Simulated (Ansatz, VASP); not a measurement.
**BiAs: VASP beside Ansatz**

```xyz
2
Lattice="0.0000 3.3783 3.3026 3.3783 0.0000 3.3026 3.3783 3.3783 0.0000" Properties=species:S:1:pos:R:3 pbc="T T T"
Bi    0.0000    0.0000    0.0000
As    1.6891    1.6891    1.6513
```

Change from the starting cell: z stretched by -1.5 % at fixed volume.

Alike in both runs: task single point; functional PBE; k mesh 10 × 10 × 10; occupations fermi-dirac, width 0.03 eV; no spin polarisation.

|  | VASP | Ansatz |
| --- | --- | --- |
| version | VASP 6.6.1 | Ansatz 0.2.0 |
| potentials or method | VASP PAW PBE potentials, release 64 (Bi_d, As), cutoff 520 eV | all-electron LAPW, scalar-relativistic |

```csv
,VASP,Ansatz,Ansatz less VASP
pressure (GPa),0.0,0.0,+0.02
```

Ansatz ran all-electron here, and VASP with PAW potentials.

Spin-orbit coupling is off throughout.
